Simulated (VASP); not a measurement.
# IrO2 (P4_2/mnm) in VASP: single point with PBE

Aim: the single point of IrO2 with PBE.

All numbers are computed with VASP 6.6.1; they aren't measurements. Logs are shortened: lines on timing, memory, paths and dates and some standing lists are left out, and cuts for length are marked.

### 1 The cell of the first run

The structure is tetragonal, space group P4_2/mnm (No. 136). Conventional cell: a = 4.528 Å, b = 4.528 Å, c = 3.180 Å, α = 90.00°, β = 90.00°, γ = 90.00°. Ir (site symmetry mmm) has 6 O at 1.98 to 2.01 Å within 2.6 Å. Within 2.6 Å of O (site symmetry m2m) lie 3 Ir at 1.98 to 2.01 Å and 1 O at 2.45 Å.

### 2 Single point, PBE

INCAR

```
SYSTEM = IrO2
PREC = Accurate
ENCUT = 600
EDIFF = 1E-6
ISMEAR = 1
SIGMA = 0.1
LREAL = Auto
LASPH = .True.
NELM = 120
ALGO = Normal
ISIF = 2
LWAVE = .False.
LCHARG = .False.
GGA = PE
NBANDS = 150
GGA_COMPAT = .False.
```

KPOINTS

```
Automatic mesh
0
Gamma
  2 2 2
  0 0 0
```

POSCAR

```
IrO2
1.0
    4.5284677877      4.5284677877      0.0000000000
   -4.5284677877      4.5284677877      0.0000000000
    0.0000000000      0.0000000000      9.5413938447
Ir O
12 24
Direct
    0.0000000000      0.5000000000      0.1666666667
    0.5000000000      0.0000000000      0.1666666667
    0.0000000000      0.0000000000      0.0000000000
    0.5000000000      0.5000000000      0.0000000000
    0.0000000000      0.5000000000      0.5000000000
    0.5000000000      0.0000000000      0.5000000000
    0.0000000000      0.0000000000      0.3333333333
    0.5000000000      0.5000000000      0.3333333333
    0.0000000000      0.5000000000      0.8333333333
    0.5000000000      0.0000000000      0.8333333333
    0.0000000000      0.0000000000      0.6666666667
    0.5000000000      0.5000000000      0.6666666667
    0.1914750575      0.5000000000      0.0000000000
    0.6914750575      0.0000000000      0.0000000000
    0.0000000000      0.1914750575      0.1666666667
    0.5000000000      0.6914750575      0.1666666667
    0.3085249425      0.0000000000      0.0000000000
    0.8085249425      0.5000000000      0.0000000000
    0.0000000000      0.8085249425      0.1666666667
    0.5000000000      0.3085249425      0.1666666667
    0.1914750575      0.5000000000      0.3333333333
    0.6914750575      0.0000000000      0.3333333333
    0.0000000000      0.1914750575      0.5000000000
    0.5000000000      0.6914750575      0.5000000000
    0.3085249425      0.0000000000      0.3333333333
    0.8085249425      0.5000000000      0.3333333333
    0.0000000000      0.8085249425      0.5000000000
    0.5000000000      0.3085249425      0.5000000000
    0.1914750575      0.5000000000      0.6666666667
    0.6914750575      0.0000000000      0.6666666667
    0.0000000000      0.1914750575      0.8333333333
    0.5000000000      0.6914750575      0.8333333333
    0.3085249425      0.0000000000      0.6666666667
    0.8085249425      0.5000000000      0.6666666667
    0.0000000000      0.8085249425      0.8333333333
    0.5000000000      0.3085249425      0.8333333333
```

Potentials or basis: VASP PAW PBE potentials, release 64 (Ir, O).

Run with:

```console
$ cat potpaw_PBE.64/Ir/POTCAR potpaw_PBE.64/O/POTCAR > POTCAR
$ mpirun -np 1 vasp_std > vasp.out
```

OUTCAR:

```text
SYSTEM = IrO2
   PREC = Accurate
   ENCUT = 600
   EDIFF = 1E-6
   ISMEAR = 1
   LREAL = Auto
   LASPH = .True.
   NELM = 120
   ISIF = 2
   GGA = PE

 ion  position               nearest neighbor table
   1  0.000  0.500  0.167-  15 1.98  19 1.98  21 2.01  26 2.01  18 2.01  13 2.01   5 3.18   9 3.18

   2  0.500  0.000  0.167-  16 1.98  20 1.98  22 2.01  25 2.01  17 2.01  14 2.01   6 3.18  10 3.18

   3  0.000  0.000  0.000-  14 1.98  17 1.98  15 2.01  19 2.01  31 2.01  35 2.01   7 3.18  11 3.18

   4  0.500  0.500  0.000-  13 1.98  18 1.98  16 2.01  20 2.01  32 2.01  36 2.01   8 3.18  12 3.18

   5  0.000  0.500  0.500-  23 1.98  27 1.98  26 2.01  21 2.01  29 2.01  34 2.01   1 3.18   9 3.18

   6  0.500  0.000  0.500-  24 1.98  28 1.98  25 2.01  22 2.01  30 2.01  33 2.01   2 3.18  10 3.18

   7  0.000  0.000  0.333-  22 1.98  25 1.98  15 2.01  19 2.01  23 2.01  27 2.01   3 3.18  11 3.18

   8  0.500  0.500  0.333-  21 1.98  26 1.98  16 2.01  20 2.01  24 2.01  28 2.01   4 3.18  12 3.18

   9  0.000  0.500  0.833-  31 1.98  35 1.98  34 2.01  29 2.01  13 2.01  18 2.01   5 3.18   1 3.18

  10  0.500  0.000  0.833-  32 1.98  36 1.98  33 2.01  30 2.01  14 2.01  17 2.01   6 3.18   2 3.18
[... 6 lines left out ...]
  14  0.691  0.000  0.000-   3 1.98   2 2.01  10 2.01
  15  0.000  0.191  0.167-   1 1.98   7 2.01   3 2.01
  16  0.500  0.691  0.167-   2 1.98   8 2.01   4 2.01
  17  0.309  0.000  0.000-   3 1.98   2 2.01  10 2.01
  18  0.809  0.500  0.000-   4 1.98   1 2.01   9 2.01
[... 16 lines left out ...]
  35  0.000  0.809  0.833-   9 1.98  11 2.01   3 2.01
  36  0.500  0.309  0.833-  10 1.98  12 2.01   4 2.01

  LATTYP: Found a simple tetragonal cell.
 ALAT       =     6.4042205621
 C/A-ratio  =     1.4898602808

  Lattice vectors:

 A1 = (   4.5284677877,   4.5284677877,   0.0000000000)
 A2 = (  -4.5284677877,   4.5284677877,   0.0000000000)
 A3 = (   0.0000000000,   0.0000000000,   9.5413938447)

Analysis of symmetry for initial positions (statically):
=====================================================================
 Subroutine PRICEL returns following result:

  LATTYP: Found a simple tetragonal cell.
 ALAT       =     4.5284677877
 C/A-ratio  =     0.7023268716

  Lattice vectors:

 A1 = (   4.5284677877,   0.0000000000,   0.0000000000)
 A2 = (   0.0000000000,   4.5284677877,   0.0000000000)
 A3 = (   0.0000000000,   0.0000000000,   3.1804646146)

   6 primitive cells build up your supercell.

 Routine SETGRP: Setting up the symmetry group for a
 simple tetragonal supercell.

 Subroutine GETGRP returns: Found 16 space group operations
 (whereof  8 operations were pure point group operations)
 out of a pool of 16 trial point group operations.

The static configuration has the point symmetry D_2h.
 The point group associated with its full space group is D_4h.

Analysis of symmetry for dynamics (positions and initial velocities):
=====================================================================
 Subroutine PRICEL returns following result:

  LATTYP: Found a simple tetragonal cell.
 ALAT       =     4.5284677877
 C/A-ratio  =     0.7023268716

  Lattice vectors:

 A1 = (   4.5284677877,   0.0000000000,   0.0000000000)
 A2 = (   0.0000000000,   4.5284677877,   0.0000000000)
 A3 = (   0.0000000000,   0.0000000000,   3.1804646146)

   6 primitive cells build up your supercell.

 Routine SETGRP: Setting up the symmetry group for a
 simple tetragonal supercell.

 Subroutine GETGRP returns: Found 16 space group operations
 (whereof  8 operations were pure point group operations)
 out of a pool of 16 trial point group operations.

The dynamic configuration has the point symmetry D_2h.
 The point group associated with its full space group is D_4h.

 Subroutine INISYM returns: Found 16 space group operations
 (whereof  8 operations are pure point group operations),
 and found     6 'primitive' translations

----------------------------------------------------------------------------------------

                                     Primitive cell

  volume of cell :      65.2219

  direct lattice vectors                    reciprocal lattice vectors
     4.528467788  0.000000000  0.000000000     0.220825243  0.000000000  0.000000000
     0.000000000  4.528467788  0.000000000     0.000000000  0.220825243  0.000000000
     0.000000000  0.000000000  3.180464615     0.000000000  0.000000000  0.314419470

  length of vectors
     4.528467788  4.528467788  3.180464615     0.220825243  0.220825243  0.314419470

  position of ions in fractional coordinates (direct lattice)
     0.500000000  0.500000000  0.500000000
     0.000000000  0.000000000  1.000000000
     0.691475058  0.691475057  1.000000000
     0.808524943  0.191475057  0.500000000
     0.308524943  0.308524942  1.000000000
     0.191475058  0.808524942  0.500000000

  ion indices of the primitive-cell ions
   primitive index   ion index
                 1           1
                 2           7
                 3          21
                 4          15
                 5          26
                 6          19

----------------------------------------------------------------------------------------

 KPOINTS: Automatic mesh

Automatic generation of k-mesh.
 Grid dimensions read from file:
 generate k-points for:    2    2    2

 Generating k-lattice:

  Cartesian coordinates                     Fractional coordinates (reciprocal lattice)
     0.055206311  0.055206311  0.000000000     0.500000000  0.000000000  0.000000000
    -0.055206311  0.055206311  0.000000000     0.000000000  0.500000000  0.000000000
     0.000000000  0.000000000  0.052403245     0.000000000  0.000000000  0.500000000

  Length of vectors
     0.078073513  0.078073513  0.052403245

  Shift w.r.t. Gamma in fractional coordinates (k-lattice)
     0.000000000  0.000000000  0.000000000

 Subroutine IBZKPT returns following result:
 ===========================================

 Found      6 irreducible k-points:

 Following reciprocal coordinates:
            Coordinates               Weight
  0.000000  0.000000  0.000000      1.000000
  0.500000  0.000000  0.000000      2.000000
  0.500000  0.500000  0.000000      1.000000
  0.000000  0.000000  0.500000      1.000000
  0.500000  0.000000  0.500000      2.000000
  0.500000  0.500000  0.500000      1.000000
   k-points           NKPTS =      6   k-points in BZ     NKDIM =      6   number of bands    NBANDS=    150
   number of dos      NEDOS =    301   number of ions     NIONS =     36
   total plane-waves  NPLWV = 233280
   dimension x,y,z NGX =    54 NGY =   54 NGZ =   80
   dimension x,y,z NGXF=   108 NGYF=  108 NGZF=  160
   ions per type =              12  24
   NGX,Y,Z   is equivalent  to a cutoff of  14.02, 14.02, 13.94 a.u.
   NGXF,Y,Z  is equivalent  to a cutoff of  28.04, 28.04, 27.88 a.u.
 SYSTEM =  IrO2
   PREC   = accura    normal or accurate (medium, high low for compatibility)
   ISTART =      0    job   : 0-new  1-cont  2-samecut
   ICHARG =      2    charge: 1-file 2-atom 10-const
   ISPIN  =      1    spin polarized calculation?
   LNONCOLLINEAR =      F non collinear calculations
   LSORBIT =      F    spin-orbit coupling
   LASPH  =      T    aspherical Exc in radial PAW
   ENCUT  =  600.0 eV  44.10 Ry    6.64 a.u.  12.79 12.79 19.06*2*pi/ulx,y,z
   NELM   =    120;   NELMIN=  2; NELMDL= -5     # of ELM steps
   EDIFF  = 0.1E-05   stopping-criterion for ELM
   LREAL  =      T    real-space projection
   EDIFFG = 0.1E-04   stopping-criterion for IOM
   NSW    =      0    number of steps for IOM
   IBRION =     -1    ionic relax: 0-MD 1-quasi-New 2-CG
   NFREE  =      0    steps in history (QN), initial steepest desc. (CG)
   ISIF   =      2    stress and relaxation
   ISYM   =      2    0-nonsym 1-usesym 2-fastsym
   POTIM  = 0.5000    time-step for ionic-motion
   TEBEG  =    0.0;   TEEND  =   0.0 temperature during run
   PSTRESS=    0.0 pullay stress
   NELECT =     252.0000    total number of electrons
   NUPDOWN=      -1.0000    fix difference up-down
   EMIN   =  10.00;   EMAX   =-10.00  energy-range for DOS
   EFERMI =   0.00;   METHOD = LEGACY
   ISMEAR =     1;   SIGMA  =   0.10  broadening in eV -4-tet -1-fermi 0-gaus
   EFERMI_NEDOS =   21; number of points for ismear=-14 and -15
   IALGO  =     38    algorithm
   IMIX   =      4    mixing-type and parameters
     AMIX     =   0.40;   BMIX     =  1.00
     AMIX_MAG =   1.60;   BMIX_MAG =  1.00
  volume/ion in A,a.u.               =      10.87        73.36
  Fermi-wavevector in a.u.,A,eV,Ry     =   1.413710  2.671524 27.192263  1.998575
  Thomas-Fermi vector in A             =   2.535327
   LORBIT       =      0    0 simple, 1 ext, 2 COOP (PROOUT), +10 PAW based schemes
   GGA     = PE    functional components
   LHFCALC =     F    Hartree Fock is set to
   AEXX    =    0.0000 exact exchange contribution
   IVDW    =     0    specifies the selected vdW correction
   LEPSILON=     F    determine dielectric tensor
   LRPA    =     F    only Hartree local field effects (RPA)
 non-spin polarized calculation
 Methfessel and Paxton  Order N= 1 SIGMA  =   0.10
  energy-cutoff  :      600.00
  volume of cell :      391.33
 maximum number of plane-waves:     13112
 NGX is ok and might be reduce to    54
   NGX = 25   NGY = 25   NGZ = 39

 number of electron     252.0000024 magnetization

 Free energy of the ion-electron system (eV)
  ---------------------------------------------------
  ext. energy  EPLUGINS =         0.00000000
  ---------------------------------------------------
  free energy    TOTEN  =      -253.73528160 eV

  energy without entropy =     -253.73896873  energy(sigma->0) =     -253.73651064

 E-fermi :   5.7802     XC(G=0): -11.9008

 val. band max:        5.7271372846   @ k =   0.0000   0.0000   0.0000
 cond. band min:       5.8099043924   @ k =   0.0000   0.0000   0.5000
 fundamental gap:      0.0827671078
 Fermi energy:         5.7801961320

 k-point     1 :       0.0000    0.0000    0.0000
  band No.  band energies     occupation
      1     -15.1143      2.00000
      2     -14.4420      2.00000
      3     -14.4420      2.00000
      4     -14.2928      2.00000
      5     -14.2927      2.00000
      6     -13.9425      2.00000
[... 835 lines left out ...]
    137       8.4490      0.00000
    138       8.4490      0.00000
 [bands above 138 left out]

------------------------ aborting loop because EDIFF is reached ----------------------------------------

  FORCE on cell =-STRESS in cart. coord.  units (eV):
  Direction    XX          YY          ZZ          XY          YZ          ZX
  --------------------------------------------------------------------------------------
  -------------------------------------------------------------------------------------
  Total        4.2478575      4.2478575      5.1866820      0.0000000      0.0000000      0.0000000
  in kB       17.3914640     17.3914640     21.2351737      0.0000000      0.0000000      0.0000000
  external PRESSURE =      18.6727006 kB  Pullay stress =       0.0000000 kB

 VOLUME and BASIS-vectors are now :
 -----------------------------------------------------------------------------
  energy-cutoff  :      600.00
  volume of cell :      391.33
      direct lattice vectors                 reciprocal lattice vectors
     4.528467788  4.528467788  0.000000000     0.110412622  0.110412622  0.000000000
    -4.528467788  4.528467788  0.000000000    -0.110412622  0.110412622  0.000000000
     0.000000000  0.000000000  9.541393845     0.000000000  0.000000000  0.104806490

 POSITION                                       TOTAL-FORCE (eV/Angst)
 -----------------------------------------------------------------------------------
     -2.26423      2.26423      1.59023         0.000000     -0.000000     -0.000000
      2.26423      2.26423      1.59023         0.000000     -0.000000     -0.000000
      0.00000      0.00000      0.00000         0.000000     -0.000000      0.000000
      0.00000      4.52847      0.00000         0.000000     -0.000000      0.000000
     -2.26423      2.26423      4.77070         0.000000     -0.000000     -0.000000
      2.26423      2.26423      4.77070         0.000000     -0.000000     -0.000000
[... 28 lines left out ...]
     -3.66138      3.66138      7.95116         0.020395     -0.020395      0.000000
      0.86709      3.66138      7.95116         0.020395     -0.020395      0.000000
 -----------------------------------------------------------------------------------
    total drift:                               -0.000000      0.000000      0.000000

  FREE ENERGIE OF THE ION-ELECTRON SYSTEM (eV)
  ---------------------------------------------------
  free  energy   TOTEN  =      -253.7352816033 eV

  energy  without entropy=     -253.7389687273  energy(sigma->0) =     -253.73651064
```

Wall time 9.8 min (1 thread of Intel Xeon 6975P-C (Granite Rapids), shared host); peak memory 0.66 GiB.

What came out:

```yaml
Free_energy: -253.7353 eV
Pressure: 1.9 GPa
Largest_force: 0.029 eV/Å
Band_gap_on_the_k_mesh: zero (bands 126 and 127 overlap by 0.48 eV)
```

Forces on the atoms (eV/Å):
```
Ir   0.000  0.000  0.000
Ir   0.000  0.000  0.000
Ir   0.000  0.000  0.000
Ir   0.000  0.000  0.000
Ir   0.000  0.000  0.000
Ir   0.000  0.000  0.000
Ir   0.000  0.000  0.000
Ir   0.000  0.000  0.000
Ir   0.000  0.000  0.000
Ir   0.000  0.000  0.000
Ir   0.000  0.000  0.000
Ir   0.000  0.000  0.000
O    0.020  0.020  0.000
O    0.020  0.020  0.000
O   -0.020  0.020  0.000
O   -0.020  0.020  0.000
O   -0.020 -0.020  0.000
O   -0.020 -0.020  0.000
O    0.020 -0.020  0.000
O    0.020 -0.020  0.000
O    0.020  0.020  0.000
O    0.020  0.020  0.000
O   -0.020  0.020  0.000
O   -0.020  0.020  0.000
O   -0.020 -0.020  0.000
O   -0.020 -0.020  0.000
O    0.020 -0.020  0.000
O    0.020 -0.020  0.000
O    0.020  0.020  0.000
O    0.020  0.020  0.000
O   -0.020  0.020  0.000
O   -0.020  0.020  0.000
O   -0.020 -0.020  0.000
O   -0.020 -0.020  0.000
O    0.020 -0.020  0.000
O    0.020 -0.020  0.000
```

Caveat: the k points lie up to 0.49 Å⁻¹ apart; spin-orbit coupling is left out, which moves the levels of the heavy elements.

The gap in the log of VASP goes by the Fermi energy; the results here count the filled bands.